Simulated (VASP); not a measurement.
Input of a VASP 6.6.1 run:

The input INCAR:

```
PREC = Accurate
ENCUT = 520
EDIFF = 1E-6
ISMEAR = 0
SIGMA = 0.05
LREAL = False
LASPH = True
NELM = 120
ALGO = Normal
ISIF = 2
LWAVE = False
LCHARG = False
LDIPOL = True
IDIPOL = 3
DIPOL = 0.5 0.5 0.292
GGA = PE
NBANDS = 42
GGA_COMPAT = False
NELMDL = -8
```

Contents of KPOINTS:

```
regular mesh
0
Gamma
  4 5 1
```

File POSCAR:

```
Si12CO
1.0
    7.7350711403      0.0000000000      0.0000000000
    0.0000000000      5.4695212563      0.0000000000
    0.0000000000      0.0000000000     21.7238421161
Si C O
12 1 1
Direct
    0.2500000000      0.0000000000      0.1841294914
    0.7500000000      0.0000000000      0.1841294914
    0.0000000000      0.2500000000      0.1841294914
    0.5000000000      0.2500000000      0.1841294914
    0.0000000000      0.5024402206      0.2710384099
    0.5000000000      0.5024402206      0.2710384099
    0.2500000000      0.7475597794      0.2710384099
    0.7500000000      0.7475597794      0.2710384099
    0.2500000000      0.0098635024      0.3555467801
    0.7500000000      0.0098635024      0.3555467801
    0.0000000000      0.2401364976      0.3555467801
    0.5000000000      0.2401364976      0.3555467801
    0.0000000000      0.0098635024      0.4222937207
    0.0865830837      0.1830296699      0.4222937207
```

Potentials or basis: VASP PAW PBE potentials, release 64 (Si, C, O).

Run with:

```sh
$ cat potpaw_PBE.64/Si/POTCAR potpaw_PBE.64/C/POTCAR potpaw_PBE.64/O/POTCAR > POTCAR
$ mpirun -np 1 vasp_std > vasp.out
```

Task: Estimate the band gap on the k mesh.

Result: Zero (bands 29 and 30 overlap by 0.21 eV).

Task: What does it give for the largest force?

Result: 13.617 eV/Å.

Forces on the atoms (eV/Å):
```
Si    0.050   0.442   0.248
Si    0.027   0.663   0.055
Si   -0.097  -0.374   0.045
Si    0.083  -0.682  -0.053
Si    0.059   0.481  -0.598
Si   -0.083  -0.062   0.106
Si    0.076  -0.270  -0.376
Si    0.223  -0.117  -0.075
Si    0.591  -1.199  -2.144
Si    0.074  -0.123   0.610
Si   -1.015   1.994  -7.311
Si    0.066   0.396   0.501
C    -5.384 -11.229   1.548
O     5.330  10.080   7.444
```
